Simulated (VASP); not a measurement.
# P (Im-3m) in VASP: a series of runs

P is run at these levels: PBE; tasks: single point, relaxation of cell and atoms.

Everything below comes from runs of VASP 6.6.1. Logs are shortened: lines on timing, memory, paths and dates and some standing lists are left out, and cuts for length are marked.

### Step 1. The cell of the first run

The structure is cubic, space group Im-3m (No. 229). Conventional cell: a = 2.311 Å, b = 2.311 Å, c = 2.311 Å, α = 90.00°, β = 90.00°, γ = 90.00°. P (site symmetry m-3m) has 14 P at 2.00 to 2.31 Å within 2.7 Å.

### Step 2. Single point, PBE

The input, INCAR:

```
SYSTEM = P
PREC = Accurate
ENCUT = 520
EDIFF = 1E-6
ISMEAR = -1
SIGMA = 0.08
LREAL = .False.
LASPH = .True.
NELM = 80
ALGO = Normal
ISIF = 2
LWAVE = .False.
LCHARG = .True.
GGA = PE
LELF = .True.
LVHAR = .True.
NBANDS = 8
```

The input, KPOINTS:

```
regular mesh
0
Gamma
  23 23 23
  0 0 0
```

The input, POSCAR:

```
P
1.0
   -1.1555238155      1.1555238155      1.1555238155
    1.1555238155     -1.1555238155      1.1555238155
    1.1555238155      1.1555238155     -1.1555238155
P
1
Direct
    0.0000000000      0.0000000000      0.0000000000
```

Potentials or basis: VASP PAW PBE potentials, release 64 (P).

Command:

```
> cat potpaw_PBE.64/P/POTCAR > POTCAR
> mpirun -np 1 vasp_std > vasp.out
```

OUTCAR:

```text
SYSTEM = P
   PREC = Accurate
   ENCUT = 520
   EDIFF = 1E-6
   ISMEAR = -1
   LREAL = .False.
   LASPH = .True.
   NELM = 80
   ISIF = 2
   GGA = PE

 ion  position               nearest neighbor table
   1  0.000  0.000  0.000-

  LATTYP: Found a body centered cubic cell.
 ALAT       =     2.3110476310

  Lattice vectors:

 A1 = (  -1.1555238155,   1.1555238155,   1.1555238155)
 A2 = (   1.1555238155,  -1.1555238155,   1.1555238155)
 A3 = (   1.1555238155,   1.1555238155,  -1.1555238155)

Analysis of symmetry for initial positions (statically):
=====================================================================
 Subroutine PRICEL returns:
 Original cell was already a primitive cell.

 Routine SETGRP: Setting up the symmetry group for a
 body centered cubic supercell.

 Subroutine GETGRP returns: Found 48 space group operations
 (whereof 48 operations were pure point group operations)
 out of a pool of 48 trial point group operations.

The static configuration has the point symmetry O_h .

Analysis of symmetry for dynamics (positions and initial velocities):
=====================================================================
 Subroutine PRICEL returns:
 Original cell was already a primitive cell.

 Routine SETGRP: Setting up the symmetry group for a
 body centered cubic supercell.

 Subroutine GETGRP returns: Found 48 space group operations
 (whereof 48 operations were pure point group operations)
 out of a pool of 48 trial point group operations.

The dynamic configuration has the point symmetry O_h .

 Subroutine INISYM returns: Found 48 space group operations
 (whereof 48 operations are pure point group operations),
 and found     1 'primitive' translations

----------------------------------------------------------------------------------------

                                     Primitive cell

  volume of cell :       6.1716

  direct lattice vectors                    reciprocal lattice vectors
    -1.155523816  1.155523816  1.155523816     0.000000000  0.432704193  0.432704193
     1.155523816 -1.155523816  1.155523816     0.432704193  0.000000000  0.432704193
     1.155523816  1.155523816 -1.155523816     0.432704193  0.432704193  0.000000000

  length of vectors
     2.001425958  2.001425958  2.001425958     0.611936138  0.611936138  0.611936138

  position of ions in fractional coordinates (direct lattice)
     0.000000000  0.000000000  0.000000000

  ion indices of the primitive-cell ions
   primitive index   ion index
                 1           1

----------------------------------------------------------------------------------------

 KPOINTS: regular mesh

Automatic generation of k-mesh.
 Grid dimensions read from file:
 generate k-points for:   23   23   23

 Generating k-lattice:

  Cartesian coordinates                     Fractional coordinates (reciprocal lattice)
     0.000000000  0.018813226  0.018813226     0.043478261  0.000000000  0.000000000
     0.018813226  0.000000000  0.018813226     0.000000000  0.043478261  0.000000000
     0.018813226  0.018813226  0.000000000     0.000000000  0.000000000  0.043478261

  Length of vectors
     0.026605919  0.026605919  0.026605919

  Shift w.r.t. Gamma in fractional coordinates (k-lattice)
     0.000000000  0.000000000  0.000000000

 Subroutine IBZKPT returns following result:
 ===========================================

 Found    364 irreducible k-points:

 Following reciprocal coordinates:
            Coordinates               Weight
  0.000000  0.000000  0.000000      1.000000
  0.043478  0.000000  0.000000     12.000000
  0.086957  0.000000  0.000000     12.000000
  0.130435  0.000000  0.000000     12.000000
  0.173913  0.000000  0.000000     12.000000
  0.217391  0.000000  0.000000     12.000000
[... 16 lines left out ...]
  0.478261  0.043478 -0.000000     24.000000
  0.086957  0.086957  0.000000     24.000000
 [... further k-points ...]
   k-points           NKPTS =    364   k-points in BZ     NKDIM =    364   number of bands    NBANDS=      8
   number of dos      NEDOS =    301   number of ions     NIONS =      1
   total plane-waves  NPLWV =   4096
   dimension x,y,z NGX =    16 NGY =   16 NGZ =   16
   dimension x,y,z NGXF=    32 NGYF=   32 NGZF=   32
   ions per type =               1
   NGX,Y,Z   is equivalent  to a cutoff of  13.29, 13.29, 13.29 a.u.
   NGXF,Y,Z  is equivalent  to a cutoff of  26.58, 26.58, 26.58 a.u.
 SYSTEM =  P
   PREC   = accura    normal or accurate (medium, high low for compatibility)
   ISTART =      0    job   : 0-new  1-cont  2-samecut
   ICHARG =      2    charge: 1-file 2-atom 10-const
   ISPIN  =      1    spin polarized calculation?
   LNONCOLLINEAR =      F non collinear calculations
   LSORBIT =      F    spin-orbit coupling
   LASPH  =      T    aspherical Exc in radial PAW
   ENCUT  =  520.0 eV  38.22 Ry    6.18 a.u.   3.72  3.72  3.72*2*pi/ulx,y,z
   NELM   =     80;   NELMIN=  2; NELMDL= -5     # of ELM steps
   EDIFF  = 0.1E-05   stopping-criterion for ELM
   LREAL  =      F    real-space projection
   EDIFFG = 0.1E-04   stopping-criterion for IOM
   NSW    =      0    number of steps for IOM
   IBRION =     -1    ionic relax: 0-MD 1-quasi-New 2-CG
   NFREE  =      0    steps in history (QN), initial steepest desc. (CG)
   ISIF   =      2    stress and relaxation
   ISYM   =      2    0-nonsym 1-usesym 2-fastsym
   POTIM  = 0.5000    time-step for ionic-motion
   TEBEG  =    0.0;   TEEND  =   0.0 temperature during run
   PSTRESS=    0.0 pullay stress
   NELECT =       5.0000    total number of electrons
   NUPDOWN=      -1.0000    fix difference up-down
   EMIN   =  10.00;   EMAX   =-10.00  energy-range for DOS
   EFERMI =   0.00;   METHOD = LEGACY
   ISMEAR =    -1;   SIGMA  =   0.08  broadening in eV -4-tet -1-fermi 0-gaus
   EFERMI_NEDOS =   21; number of points for ismear=-14 and -15
   IALGO  =     38    algorithm
   IMIX   =      4    mixing-type and parameters
     AMIX     =   0.40;   BMIX     =  1.00
     AMIX_MAG =   1.60;   BMIX_MAG =  1.00
  volume/ion in A,a.u.               =       6.17        41.65
  Fermi-wavevector in a.u.,A,eV,Ry     =   1.526157  2.884019 31.690088  2.329156
  Thomas-Fermi vector in A             =   2.634229
   LORBIT       =      0    0 simple, 1 ext, 2 COOP (PROOUT), +10 PAW based schemes
   GGA     = PE    functional components
   LHFCALC =     F    Hartree Fock is set to
   AEXX    =    0.0000 exact exchange contribution
   IVDW    =     0    specifies the selected vdW correction
   LEPSILON=     F    determine dielectric tensor
   LRPA    =     F    only Hartree local field effects (RPA)
 non-spin polarized calculation
  energy-cutoff  :      520.00
  volume of cell :        6.17
 maximum number of plane-waves:       177
   NGX =  7   NGY =  7   NGZ =  7

 number of electron       5.0000001 magnetization

 Free energy of the ion-electron system (eV)
  ---------------------------------------------------
  ext. energy  EPLUGINS =         0.00000000
  ---------------------------------------------------
  free energy    TOTEN  =         0.70519356 eV

  energy without entropy =        0.71009716  energy(sigma->0) =        0.70764536

 E-fermi :  26.6175     XC(G=0): -15.5368

 val. band max:       26.6032177049   @ k =  -0.2609   0.3478   0.1304
 cond. band min:      26.6277348118   @ k =  -0.3478   0.3478   0.2174
 fundamental gap:      0.0245171069
 Fermi energy:        26.6175121642

 k-point     1 :       0.0000    0.0000    0.0000
  band No.  band energies     occupation
      1      -1.6702      2.00000
      2      41.5808      0.00000
      3      41.5808      0.00000
      4      41.5808      0.00000
      5      47.4218      0.00000
      6      47.4218      0.00000
      7      47.4218      0.00000
      8      48.2809      0.00000

 k-point     2 :       0.0435    0.0000    0.0000
  band No.  band energies     occupation
      1      -1.5699      2.00000
      2      40.6337      0.00000
      3      41.1596      0.00000
      4      41.1867      0.00000
      5      46.5142      0.00000
      6      47.0548      0.00000
      7      47.8928      0.00000
      8      48.0184      0.00000

 k-point     3 :       0.0870    0.0000    0.0000
  band No.  band energies     occupation
      1      -1.2694      2.00000
      2      38.2207      0.00000
      3      40.1997      0.00000
      4      40.2179      0.00000
      5      45.1199      0.00000
      6      46.0060      0.00000
      7      48.2598      0.00000
      8      49.2921      0.00000

 k-point     4 :       0.1304    0.0000    0.0000
  band No.  band energies     occupation
      1      -0.7698      2.00000
      2      35.1641      0.00000
      3      38.9500      0.00000
      4      39.1468      0.00000
      5      43.7171      0.00000
      6      45.1415      0.00000
      7      48.9238      0.00000
      8      49.7649      0.00000

 k-point     5 :       0.1739    0.0000    0.0000
  band No.  band energies     occupation
      1      -0.0730      2.00000
      2      31.9484      0.00000
      3      37.6570      0.00000
      4      38.1135      0.00000
      5      42.4138      0.00000
      6      44.3727      0.00000
      7      49.7850      0.00000
      8      50.3076      0.00000

 k-point     6 :       0.2174    0.0000    0.0000
  band No.  band energies     occupation
      1       0.8182      2.00000
      2      28.7606      0.00000
      3      36.4339      0.00000
      4      37.1790      0.00000
      5      41.2506      0.00000
      6      43.6463      0.00000
      7      50.8316      0.00000
      8      50.9575      0.00000

 k-point     7 :       0.2609    0.0000    0.0000
  band No.  band energies     occupation
      1       1.9005      2.00000
      2      25.6739      1.99998
      3      35.3382      0.00000
      4      36.3673      0.00000
      5      40.2446      0.00000
      6      42.9637      0.00000
      7      51.7240      0.00000
      8      52.0600      0.00000

 k-point     8 :       0.3043    0.0000    0.0000
  band No.  band energies     occupation
      1       3.1692      2.00000
      2      22.7208      2.00000
      3      34.4001      0.00000
      4      35.6876      0.00000
      5      39.4029      0.00000
      6      42.3457      0.00000
      7      52.6013      0.00000
      8      53.4630      0.00000

 k-point     9 :       0.3478    0.0000    0.0000
  band No.  band energies     occupation
      1       4.6181      2.00000
      2      19.9195      2.00000
      3      33.6367      0.00000
      4      35.1433      0.00000
      5      38.7288      0.00000
      6      41.8166      0.00000
      7      53.5670      0.00000
      8      55.0238      0.00000

 k-point    10 :       0.3913    0.0000    0.0000
  band No.  band energies     occupation
      1       6.2366      2.00000
      2      17.2852      2.00000
      3      33.0578      0.00000
      4      34.7353      0.00000
      5      38.2231      0.00000
      6      41.3988      0.00000
      7      54.5685      0.00000
      8      56.7042      0.00000
[... 78 lines left out ...]
 k-point    18 :       0.2609    0.0435    0.0000
  band No.  band energies     occupation
      1       2.5850      2.00000
      2      24.2344      2.00000
      3      33.6175      0.00000
      4      36.0835      0.00000
      5      40.3456      0.00000
      6      43.3603      0.00000
      7      50.9521      0.00000
      8      53.9641      0.00000

 k-point    19 :       0.3043    0.0435   -0.0000
  band No.  band energies     occupation
      1       3.9441      2.00000
      2      21.3596      2.00000
      3      32.8067      0.00000
      4      35.4278      0.00000
      5      39.5934      0.00000
      6      42.8249      0.00000
      7      52.0092      0.00000
      8      55.2848      0.00000

 k-point    20 :       0.3478    0.0435    0.0000
  band No.  band energies     occupation
      1       5.4789      2.00000
      2      18.6428      2.00000
      3      32.1671      0.00000
      4      34.9176      0.00000
      5      39.0034      0.00000
      6      42.3763      0.00000
      7      53.1599      0.00000
      8      56.6927      0.00000

 k-point    21 :       0.3913    0.0435   -0.0000
  band No.  band energies     occupation
      1       7.1735      2.00000
      2      16.1033      2.00000
      3      31.7059      0.00000
      4      34.5535      0.00000
      5      38.5797      0.00000
      6      42.0393      0.00000
      7      54.3205      0.00000
      8      58.0658      0.00000

 k-point    22 :       0.4348    0.0435    0.0000
  band No.  band energies     occupation
      1       8.9687      2.00000
      2      13.8010      2.00000
      3      31.4275      0.00000
      4      34.3353      0.00000
      5      38.3249      0.00000
      6      41.8307      0.00000
      7      55.3072      0.00000
      8      59.0790      0.00000

 k-point    23 :       0.4783    0.0435   -0.0000
  band No.  band energies     occupation
      1      10.2383      2.00000
      2      12.3623      2.00000
      3      31.3345      0.00000
      4      34.2626      0.00000
      5      38.2398      0.00000
      6      41.7601      0.00000
      7      55.7357      0.00000
      8      59.3906      0.00000

 k-point    24 :       0.0870    0.0870    0.0000
  band No.  band energies     occupation
      1      -0.4707      2.00000
      2      34.9210      0.00000
      3      35.7441      0.00000
      4      39.0551      0.00000
      5      44.3427      0.00000
      6      45.1984      0.00000
      7      49.4835      0.00000
      8      49.6809      0.00000

 [... further k-points ...]
[... 5 lines left out ...]
  --------------------------------------------------------------------------------------
  -------------------------------------------------------------------------------------
  Total       17.0548156     17.0548156     17.0548156      0.0000000      0.0000000      0.0000000
  in kB     4427.5239166   4427.5239166   4427.5239166      0.0000000      0.0000000      0.0000000
  external PRESSURE =    4427.5239166 kB  Pullay stress =       0.0000000 kB

 VOLUME and BASIS-vectors are now :
 -----------------------------------------------------------------------------
  energy-cutoff  :      520.00
  volume of cell :        6.17
      direct lattice vectors                 reciprocal lattice vectors
    -1.155523816  1.155523816  1.155523816     0.000000000  0.432704193  0.432704193
     1.155523816 -1.155523816  1.155523816     0.432704193  0.000000000  0.432704193
     1.155523816  1.155523816 -1.155523816     0.432704193  0.432704193  0.000000000

 POSITION                                       TOTAL-FORCE (eV/Angst)
 -----------------------------------------------------------------------------------
      0.00000      0.00000      0.00000         0.000000      0.000000      0.000000
 -----------------------------------------------------------------------------------
    total drift:                               -0.000000     -0.000000     -0.000000

  FREE ENERGIE OF THE ION-ELECTRON SYSTEM (eV)
  ---------------------------------------------------
  free  energy   TOTEN  =         0.7051935637 eV

  energy  without entropy=        0.7100971576  energy(sigma->0) =        0.70764536
```

Run time: 7.3 s. Hardware: 1 thread of AMD EPYC 9R45 (Zen 5), shared host; peak memory 0.09 GiB.

Results:

* Free energy: 0.7052 eV
* Pressure: 442.8 GPa

[end of part 1 of 2]
